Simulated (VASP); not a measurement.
Wanted: the native input for a VASP 6.6.1 run.

| Property | Result |
| --- | --- |
| Task | single point |
| Functional | LDA |
| Potentials or basis | VASP PAW LDA potentials, release 64 (Te, Nb_sv) |
| Cutoff | 520 eV |
| k mesh | 8 × 8 × 7 |
| Occupations | fermi-dirac, width 0.05 eV |
| Spin | no spin polarisation |
| Dipole correction | no |
| Further INCAR settings | ALGO = Normal; EDIFF = 1e-06; NBANDS = 16 |

The structure of NbTe lies in POSCAR:

```
NbTe
1.0
    3.7756001657      0.0000000000      0.0000000000
   -1.8878000828      3.2697656581      0.0000000000
    0.0000000000      0.0000000000      3.7666649043
Te Nb
1 1
Direct
    0.6666666667      0.3333333333      0.0000000000
    0.0000000000      0.0000000000      0.5000000000
```

This cell differs from its parent crystal: volume scaled by 1.06.

These files were run (other wordings do the same):

INCAR

```
PREC     = Accurate       # precision mode
ENCUT    = 520            # plane-wave cutoff, eV
EDIFF    = 1E-6           # SCF threshold, eV
ISMEAR   = -1             # smearing method
SIGMA    = 0.05           # smearing width, eV
LREAL    = False          # projectors in reciprocal space
LASPH    = True           # aspherical terms in the spheres
NELM     = 100            # most SCF steps
ALGO     = Normal         # electronic algorithm
ISIF     = 2              # what is computed and relaxed
LWAVE    = False          # write WAVECAR
LCHARG   = False          # write CHGCAR
GGA      = CA             # functional
NBANDS   = 16             # bands
```

KPOINTS

```
Automatic mesh
0
Gamma
  8 8 7
```

Potentials or basis: VASP PAW LDA potentials, release 64 (Te, Nb_sv).

Command:

```console
$ cat potpaw_LDA.64/Te/POTCAR potpaw_LDA.64/Nb_sv/POTCAR > POTCAR
$ mpirun -np 1 vasp_std > vasp.out
```

Results of the run:

* Pressure: -12.9 GPa

It took 16 s on 1 thread of Intel Xeon 6975P-C (shared host), peak memory 0.16 GiB.
